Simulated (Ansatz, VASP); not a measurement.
**Sr2SnN2: VASP beside Ansatz**

```
Sn Sr N
1.0
    -1.88799    1.88799    6.75345
     1.88799   -1.88799    6.75345
     1.88799    1.88799   -6.75345
Sn Sr N
1 2 2
Direct
  0.50000 0.50000 0.00000
  0.83986 0.83986 0.00000
  0.16014 0.16014 0.00000
  0.34753 0.34753 0.00000
  0.65247 0.65247 0.00000
```

Alike in both runs: task single point; functional PBE; k mesh 10 × 10 × 10; occupations fermi-dirac, width 0.05 eV; no spin polarisation.

```csv
,VASP,Ansatz
version,VASP 6.6.1,Ansatz 0.2.0
potentials or method,"VASP PAW PBE potentials, release 64 (Sn_d, Sr_sv, N)",Ansatz PAW
plane-wave cutoff (eV),520,420
valence electrons in the cell,44,44
```

|  | VASP | Ansatz | Ansatz less VASP |
| --- | --- | --- | --- |
| gap on the k mesh at the Fermi level (eV) | none | none | - |
| pressure (GPa) | 4.6 | 4.3 | -0.31 |
| traceless stress, the component that is largest in VASP (GPa) | 1.31 | 1.33 | +0.026 |
| rms of the force components (eV/Å) | 0.097 | 0.098 | +0.0003 |

Atom by atom the forces differ by 0.009 eV/Å (rms over components). A gap of «none» marks a metal or a gap that the smearing closes. The functional is the same, so the differences come from potentials, cutoffs and numerics.
